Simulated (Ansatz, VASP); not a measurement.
# CsPbCl3: VASP beside Ansatz

The input INCAR:

```
ALGO = Normal ; EDIFF = 1E-6
ENCUT = 520 ; GGA = PE
ISIF = 2 ; ISMEAR = 0
LASPH = T ; LCHARG = F
LREAL = F ; LWAVE = F
NBANDS = 30 ; NELM = 100
PREC = Accurate ; SIGMA = 0.05
```

KPOINTS

```
k-points
0
Gamma
  6 6 6
```

POSCAR

```
CsPbCl3
1.0
    5.4368500000      0.0000000000      0.0000000000
    0.0000000000      5.7731500000      0.0000000000
    0.0000000000      0.0000000000      5.6050000000
Cs Pb Cl
1 1 3
Direct
    0.0000000000      0.0000000000      0.0000000000
    0.5000000000      0.5000000000      0.5000000000
    0.0000000000      0.5000000000      0.5000000000
    0.5000000000      0.0000000000      0.5000000000
    0.5000000000      0.5000000000      0.0000000000
```

Input for Ansatz:

```yaml
crystal:
  lattice:
    - [5.43685, 0.0, 0.0]
    - [0.0, 5.77315, 0.0]
    - [0.0, 0.0, 5.605]
  atoms:
    - { symbol: Cs, position: [0.0, 0.0, 0.0] }
    - { symbol: Pb, position: [0.5, 0.5, 0.5] }
    - { symbol: Cl, position: [0.0, 0.5, 0.5] }
    - { symbol: Cl, position: [0.5, 0.0, 0.5] }
    - { symbol: Cl, position: [0.5, 0.5, 0.0] }
basis:
  ecutwfc: 420
kpoints:
  mp_grid: { grid: [6, 6, 6] }
hamiltonian:
  xc: pbe
scf:
  occupations: { method: gaussian, width: 0.05 }
output:
  forces: true
  stress: true
  eigenvalues: true
  write_density: true
  write_potential: true
  elf: true
  volumetric_format: npy
```

Change from the starting cell: strain -0.0300 x Voigt [1, -1, 0, 0, 0, 0], atoms carried along.

Alike in both runs: task single point; functional PBE; k mesh 6 × 6 × 6; occupations gaussian, width 0.05 eV; no spin polarisation.

|  | VASP | Ansatz |
| --- | --- | --- |
| version | VASP 6.6.1 | Ansatz 0.2.0 |
| potentials or method | VASP PAW PBE potentials, release 64 (Cs_sv, Pb_d, Cl), cutoff 520 eV | scalar-relativistic, plane waves, PAW |
| valence electrons in the cell | 44 | 44 |

```tsv
	VASP	Ansatz	Ansatz less VASP
gap on the k mesh at the Fermi level (eV)	1.68	1.67	-0.009
least direct gap on the mesh (eV)	1.68	1.67	-0.009
pressure (GPa)	1.9	2.0	+0.05
traceless stress, the component that is largest in VASP (GPa)	1.78	1.78	+0.001
```

Neither program's run includes spin-orbit coupling.
